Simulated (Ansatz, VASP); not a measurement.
## Ni: VASP beside Ansatz

```
Ni
1.0
     2.48804    0.00000    0.00000
     0.00000    3.51862    0.00000
     0.00000    0.00000   18.48800
Ni
3
Direct
  0.00000 0.00000 0.43271
  0.50000 0.50000 0.50000
  0.00000 0.00000 0.56729
```

Alike in both runs: task single point; functional PBE; k mesh 15 × 10 × 1; occupations fermi-dirac, width 0.05 eV; collinear spin.

|  | VASP | Ansatz |
| --- | --- | --- |
| version | VASP 6.6.1 | Ansatz 0.2.0 |
| potentials or method | VASP PAW PBE potentials, release 64 (Ni), cutoff 520 eV | all-electron LAPW, scalar-relativistic |

|  | VASP | Ansatz | Ansatz less VASP |
| --- | --- | --- | --- |
| rms of the force components (eV/Å) | 0.406 | 0.410 | +0.0040 |
| net moment per atom (μB) | 0.78 | 0.80 | +0.020 |
| size of the moment on the site where the two differ most (μB) | 0.69 | 0.72 | +0.035 |

Site moments also hang on the region over which each program counts them. Atom by atom the forces differ by 0.004 eV/Å (rms over components). Ansatz ran all-electron here, and VASP with PAW potentials.
